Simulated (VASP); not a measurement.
AlAs (zincblende type):

```xyz
2
Lattice="0.0000 2.8930 2.8930 2.8930 0.0000 2.8930 2.8930 2.8930 0.0000" Properties=species:S:1:pos:R:3 pbc="T T T"
Al    0.0000    0.0000    0.0000
As    1.4465    1.4465    1.4465
```

```yaml
Program: VASP 6.6.1
Task: relaxation of cell and atoms
Functional: LDA
Potentials_or_basis: VASP PAW LDA potentials, release 64 (Al, As)
Cutoff: 500 eV
k_mesh: 10 × 10 × 10
Occupations: fermi-dirac, width 0.02 eV
Spin: no spin polarisation
```

At the start: pressure -5.0 GPa; volume 24.21 Å³/atom.

Task: Where does the relaxation end?

Result: Over 3 steps the energy falls by 30.2 meV/atom and the volume is 22.40 Å³/atom (-7.5 %); space group F-43m (No. 216, to 0.05 Å).

The path:
| step | energy change (eV) | largest force (eV/Å) | pressure (GPa) | volume (Å³) |
| --- | --- | --- | --- | --- |
| 1 | 0.0000 | 0.0000 | -4.98 | 48.42 |
| 2 | -0.0484 | 0.0000 | 2.69 | 43.34 |
| 3 | -0.0604 | 0.0000 | 0.00 | 44.80 |

Final structure:
```
CELL_PARAMETERS angstrom
0.00000 2.81888 2.81888
2.81888 0.00000 2.81888
2.81888 2.81888 0.00000
ATOMIC_POSITIONS crystal
Al 0.00000 0.00000 0.00000
As 0.25000 0.25000 0.25000
```
